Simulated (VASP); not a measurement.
TiO2:

```
Ti O
1.0
     0.00000    2.39683    2.39683
     2.39683    0.00000    2.39683
     2.39683    2.39683    0.00000
Ti O
1 2
Direct
  0.00000 0.00000 0.00000
  0.75000 0.75000 0.75000
  0.25000 0.25000 0.25000
```

Base run:

- Program: VASP 6.6.1
- Functional: PBE0
- Potentials or basis: VASP PAW PBE potentials, release 64 (Ti_sv, O)
- Cutoff: 520 eV
- k mesh: 6 × 6 × 6
- Occupations: gaussian, width 0.01 eV
- Spin: no spin polarisation

Its results: band gap on the k mesh 3.34 eV (least direct gap 4.08 eV); pressure -3.1 GPa.

Task: The run is repeated on the same cell with these changes: functional from PBE0 to r2SCAN; k mesh from 6 × 6 × 6 to 10 × 10 × 10. What comes out?

Result: Band gap on the k mesh 1.55 eV (least direct gap 2.24 eV); pressure 1.6 GPa.

Several settings changed at once.

Caveats: the PAW data sets were made with another functional, which shifts forces and pressure a little; the cell stands under tension (at least some runs).

A k mesh can miss the band edges.
